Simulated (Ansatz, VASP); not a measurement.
**BeS in VASP and in Ansatz**

Contents of INCAR:

```
PREC     = Accurate       # precision mode
ENCUT    = 600            # plane-wave cutoff, eV
EDIFF    = 1E-6           # SCF threshold, eV
ISMEAR   = 0              # smearing method
SIGMA    = 0.05           # smearing width, eV
LREAL    = F              # projectors in reciprocal space
LASPH    = T              # aspherical terms in the spheres
NELM     = 120            # most SCF steps
ALGO     = Normal         # electronic algorithm
ISIF     = 2              # what is computed and relaxed
LWAVE    = F              # write WAVECAR
LCHARG   = T              # write CHGCAR
GGA      = PE             # functional
IVDW     = 13             # dispersion correction
LELF     = T              # ELF
LVHAR    = T            
NBANDS   = 11             # bands
GGA_COMPAT= F
```

Contents of KPOINTS:

```
regular mesh
0
Gamma
  8 8 8
```

The input POSCAR:

```
BeS
1.0
    0.0000000000      2.4456433002      2.4456433002
    2.4456433002      0.0000000000      2.4456433002
    2.4456433002      2.4456433002      0.0000000000
Be S
1 1
Direct
    0.0000000000      0.0000000000      0.0000000000
    0.7500000000      0.7500000000      0.7500000000
```

Input for Ansatz:

```yaml
crystal:
  lattice:
    - [0.0, 2.4456433002, 2.4456433002]
    - [2.4456433002, 0.0, 2.4456433002]
    - [2.4456433002, 2.4456433002, 0.0]
  atoms:
    - { symbol: Be, position: [0.0, 0.0, 0.0] }
    - { symbol: S, position: [0.75, 0.75, 0.75] }
basis:
  ecutwfc: 420
  ecutrho_ratio: 4
kpoints:
  mp_grid: { grid: [8, 8, 8] }
hamiltonian:
  xc: pbe
  dispersion: d4
scf:
  occupations: { method: gaussian, width: 0.05 }
output:
  forces: true
  stress: true
  eigenvalues: true
```

Alike in both runs: task single point; functional PBE; dispersion D4; k mesh 8 × 8 × 8; occupations gaussian, width 0.05 eV; no spin polarisation.

|  | VASP | Ansatz |
| --- | --- | --- |
| version | VASP 6.6.1 | Ansatz 0.2.0 |
| potentials or method | VASP PAW PBE potentials, release 64 (Be, S), cutoff 600 eV | scalar-relativistic, plane waves, PAW |
| valence electrons in the cell | 8 | 8 |

Ansatz gave:

* gap on the k mesh at the Fermi level (eV): 3.17
* least direct gap on the mesh (eV): 5.66
* pressure (GPa): -3.6

Question: What did VASP give for the same quantities?

Answer: gap on the k mesh at the Fermi level (eV): 3.17; least direct gap on the mesh (eV): 5.67; pressure (GPa): -3.6.
